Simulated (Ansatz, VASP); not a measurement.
**Te3Pb4Se: VASP beside Ansatz**

```xyz
8
Lattice="4.4894 0.0000 0.0000 0.0000 4.4894 0.0000 0.0000 0.0000 12.6979" Properties=species:S:1:pos:R:3 pbc="T T T"
Te    2.2447    2.2447    3.1745
Te    0.0000    0.0000    6.3490
Te    2.2447    2.2447    9.5234
Pb    0.0000    0.0000    3.1745
Pb    2.2447    2.2447    6.3490
Pb    0.0000    0.0000    9.5234
Pb    2.2447    2.2447    0.0000
Se    0.0000    0.0000    0.0000
```

Alike in both runs: task single point; functional PBE; k mesh 4 × 4 × 2; occupations gaussian, width 0.1 eV; no spin polarisation.

|  | VASP | Ansatz |
| --- | --- | --- |
| version | VASP 6.6.1 | Ansatz 0.2.0 |
| potentials or method | VASP PAW PBE potentials, release 64 (Te, Pb_d, Se), cutoff 520 eV | scalar-relativistic, plane waves, PAW |
| valence electrons in the cell | 80 | 120 |

|  | VASP | Ansatz | Ansatz less VASP |
| --- | --- | --- | --- |
| gap on the k mesh at the Fermi level (eV) | 0.37 | 0.36 | -0.004 |
| least direct gap on the mesh (eV) | 0.37 | 0.36 | -0.004 |
| pressure (GPa) | 3.0 | 3.1 | +0.04 |
| rms of the force components (eV/Å) | 0.107 | 0.107 | +0.0001 |

Atom by atom the forces differ by 0.000 eV/Å (rms over components). With one functional, cell and mesh, what is left measures potentials, basis and numerics. VASP's potentials hold 80 valence electrons a cell and Ansatz's 120, so a difference there can come from the potentials and not from the codes.

Neither program's run includes spin-orbit coupling.
